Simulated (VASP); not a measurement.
**ReP2: single point with PBE**

The system is ReP2.

```xyz
3
Lattice="3.1030 0.0000 0.0000 0.0000 3.1030 0.0000 0.0000 0.0000 5.4534" Properties=species:S:1:pos:R:3 pbc="T T T"
Re    0.0000    0.0000    0.0000
P     1.5515    0.0000    1.6889
P     0.0000    1.5515    3.7645
```

This cell differs from its parent crystal: atoms taken out.

```yaml
Program: VASP 6.6.1
Task: single point
Functional: PBE
Potentials_or_basis: VASP PAW PBE potentials, release 64 (Re_sv_GW, P)
Cutoff: 560 eV
k_mesh: 6 × 6 × 4
Occupations: gaussian, width 0.1 eV
Spin: no spin polarisation
```

The pressure is -0.4 GPa, the largest force is 0.028 eV/Å and the band gap on the k mesh is zero (an odd number of electrons rules out a gap without spin polarisation).

Forces in eV/Å, atoms in the order of the input:
```
Re   0.000  0.000  0.000
P    0.000  0.000 -0.028
P    0.000  0.000  0.028
```

Stress tensor (GPa, compression positive):
```
-0.34  0.00  0.00
 0.00 -0.34  0.00
 0.00  0.00 -0.46
```

Levels at points of the mesh, in eV from the Fermi level:
```tsv
k point	band 10	band 11	band 12	band 13	band 14	band 15
(0.00, 0.00, 0.00)	-2.31	-1.78	0.70	0.70	1.23	2.37
(0.50, 0.00, 0.00)	-1.80	-1.66	-0.96	-0.51	2.20	2.80
(0.50, 0.50, 0.00)	-3.01	-1.37	-1.19	-1.06	1.59	1.59
(0.00, 0.00, 0.50)	-2.59	-0.25	0.85	1.23	2.17	2.17
(0.50, 0.00, 0.50)	-2.84	-1.90	-0.91	1.88	2.84	3.30
(0.50, 0.50, 0.50)	-3.80	-2.03	-2.03	-0.02	-0.02	2.03
```

Wall time 32 s on 1 thread of Intel(R) Xeon(R) Platinum 8488C (Sapphire Rapids), with other jobs on the host, peak memory 0.18 GiB.

Caveat: the cell differs from its parent crystal (atoms taken out); spin-orbit coupling is left out, which moves the levels of the heavy elements; an odd number of electrons without spin polarisation forces a metal; a magnetic or distorted state may lie lower.
